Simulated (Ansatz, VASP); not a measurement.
**Two plane-wave programs on AlN**

File INCAR:

```
ALGO     = Normal         # electronic algorithm
EDIFF    = 1E-7           # SCF threshold, eV
ENCUT    = 520            # plane-wave cutoff, eV
GGA      = PS             # functional
ISIF     = 2              # what is computed and relaxed
ISMEAR   = 0              # smearing method
LASPH    = T              # aspherical terms in the spheres
LCHARG   = F              # write CHGCAR
LREAL    = F              # projectors in reciprocal space
LWAVE    = F              # write WAVECAR
NBANDS   = 16             # bands
NELM     = 60             # most SCF steps
PREC     = Accurate       # precision mode
SIGMA    = 0.05           # smearing width, eV
```

The input KPOINTS:

```
k-points
0
Gamma
  9 9 6
```

POSCAR

```
AlN
1.0
    3.2841829056      0.0000000000      0.0000000000
   -1.6420914528      2.8441858269      0.0000000000
    0.0000000000      0.0000000000      4.4668445894
Al N
2 2
Direct
    0.3333333333      0.6666666667      0.0000000000
    0.6666666667      0.3333333333      0.5000000000
    0.3333333333      0.6666666667      0.3850000000
    0.6666666667      0.3333333333      0.8850000000
```

Input for Ansatz:

```yaml
crystal:
  lattice:
    - [3.2841829056, 0.0, 0.0]
    - [-1.6420914528, 2.8441858269, 0.0]
    - [0.0, 0.0, 4.4668445894]
  atoms:
    - { symbol: Al, position: [0.3333333333, 0.6666666667, 0.0] }
    - { symbol: Al, position: [0.6666666667, 0.3333333333, 0.5] }
    - { symbol: "N", position: [0.3333333333, 0.6666666667, 0.385] }
    - { symbol: "N", position: [0.6666666667, 0.3333333333, 0.885] }
basis:
  ecutwfc: 420
kpoints:
  mp_grid: { grid: [9, 9, 6] }
hamiltonian:
  xc: pbesol
scf:
  occupations: { method: gaussian, width: 0.05 }
output:
  forces: true
  stress: true
  eigenvalues: true
```

Alike in both runs: task single point; functional PBEsol; k mesh 9 × 9 × 6; occupations gaussian, width 0.05 eV; no spin polarisation.

```csv
,VASP,Ansatz
version,VASP 6.6.1,Ansatz 0.2.0
potentials or method,"VASP PAW PBE potentials, release 64 (Al, N), cutoff 520 eV","scalar-relativistic, plane waves, PAW"
valence electrons in the cell,16,16
```

```csv
,VASP,Ansatz,Ansatz less VASP
gap on the k mesh at the Fermi level (eV),3.69,3.69,-0.007
least direct gap on the mesh (eV),3.69,3.69,-0.007
pressure (GPa),5.3,5.2,-0.12
"traceless stress, the component that is largest in VASP (GPa)",44.50,43.85,-0.655
rms of the force components (eV/Å),1.876,1.842,-0.0338
```

VASP's potentials were made for PBE, not for PBEsol. Atom by atom the forces differ by 0.034 eV/Å (rms over components).
